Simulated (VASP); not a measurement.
Input of a VASP 6.6.1 run:

File INCAR:

```
ALGO = Normal
EDIFF = 1E-6
EDIFFG = -0.3
ENCUT = 520
GGA = PE
IBRION = 2
ISIF = 2
ISMEAR = -1
LASPH = T
LCHARG = F
LREAL = Auto
LWAVE = F
NELM = 100
NSW = 35
PREC = Accurate
SIGMA = 0.05
```

KPOINTS

```
k-points
0
Gamma
  1 1 1
```

POSCAR

```
H10C2S
1.0
    8.2327460000      0.0000000000      0.0000000000
    0.0000000000      8.2327460000      0.0000000000
    0.0000000000      0.0000000000      8.2327460000
S H C
3 30 6
Direct
    0.3213975000      0.2659778000      0.4453057000
   -0.0607274000      0.0704000000      0.0581909000
    0.7449905000      0.1510646000      0.6965834000
    0.3840124000      0.3181180000      0.5861314000
    0.4536842000      0.3075213000      0.3601853000
    0.0567345000      0.0829034000      0.1700725000
    0.0247341000      0.1511064000     -0.0542987000
    0.8349931000      0.2851378000      0.6767086000
    0.7755726000      0.0967842000      0.5462854000
    0.2807027000      0.3711899000     -0.0227418000
    0.4373067000      0.2346645000     -0.0823395000
    0.3905545000      0.2607119000      0.1270684000
    0.4874588000      0.4197512000      0.0173781000
    0.0852789000      0.5981859000      0.0769225000
    0.1168954000      0.7263438000      0.2480711000
    0.1489524000      0.8027608000      0.0484497000
    0.2856868000      0.6576339000      0.1318631000
    0.7571878000      0.6925231000      0.1129891000
    0.6851697000      0.5134135000      0.2101951000
    0.5498365000      0.6347908000      0.0932834000
    0.6241892000      0.7076871000      0.2826869000
    0.6807172000      0.7817151000      0.9326867000
    0.5862612000      0.7781835000      0.7383120000
    0.7557274000      0.6501773000      0.7784558000
    0.7833868000      0.8638377000      0.7611328000
    0.2563847000      0.9720068000      0.8592242000
    0.1372009000      0.8477166000      0.7285985000
    0.3511672000      0.8191213000      0.7393985000
    0.2703998000      0.9959174000      0.6448699000
    0.4294401000      0.9690206000      0.4688061000
    0.3852625000      0.7576457000      0.4780201000
    0.3528598000      0.8669175000      0.2943747000
    0.2242529000      0.9012197000      0.4646672000
    0.3990057000      0.3215794000      0.0098413000
    0.1592034000      0.6962311000      0.1263266000
    0.6540958000      0.6371036000      0.1747886000
    0.7015231000      0.7684784000      0.8026468000
    0.2537881000      0.9086905000      0.7430227000
    0.3479538000      0.8737008000      0.4264670000
```

Potentials or basis: VASP PAW PBE potentials, release 64 (S, H, C).

Command:

```console
$ cat potpaw_PBE.64/S/POTCAR potpaw_PBE.64/H/POTCAR potpaw_PBE.64/C/POTCAR > POTCAR
$ mpirun -np 1 vasp_gam > vasp.out
```

(1) Estimate the energy gained by relaxing.

(2) Predict the band gap on the k mesh.

## Answers

(1) 24.9 meV/atom.

(2) 4.23 eV.

Caveat: the k points lie up to 0.76 Å⁻¹ apart.
